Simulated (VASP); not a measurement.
A run of VASP 6.6.1:

File INCAR:

```
  PREC = Accurate
  ENCUT = 520
  EDIFF = 1E-6
  ISMEAR = -1
  SIGMA = 0.05
  LREAL = False
  LASPH = True
  NELM = 80
  ALGO = Normal
  ISIF = 2
  LWAVE = False
  LCHARG = True
  GGA = PS
  LELF = True
  LVHAR = True
  NBANDS = 14
```

The input KPOINTS:

```
Automatic mesh
0
Gamma
  8 8 8
```

File POSCAR:

```
NaCl
1.0
    0.0000000000      2.7563009776      2.7563009776
    2.7563009776      0.0000000000      2.7563009776
    2.7563009776      2.7563009776      0.0000000000
Cl Na
1 1
Direct
    0.5000000000      0.5000000000      0.5000000000
    0.0000000000      0.0000000000      0.0000000000
```

Potentials or basis: VASP PAW PBE potentials, release 64 (Cl, Na_pv).

Launch:

```sh
$ cat potpaw_PBE.64/Cl/POTCAR potpaw_PBE.64/Na_pv/POTCAR > POTCAR
$ mpirun -np 1 vasp_std > vasp.out
```

Hardware: 1 thread of AMD EPYC 7R43 64-Core Processor (Zen 3), with other jobs on the host.

Question: How long does it take, and how much memory?

Answer: Wall time 19 s on 1 thread of AMD EPYC 7R43 64-Core Processor (Zen 3) (shared host), peak memory 0.13 GiB. Counts: scf iterations 12, k points 29.
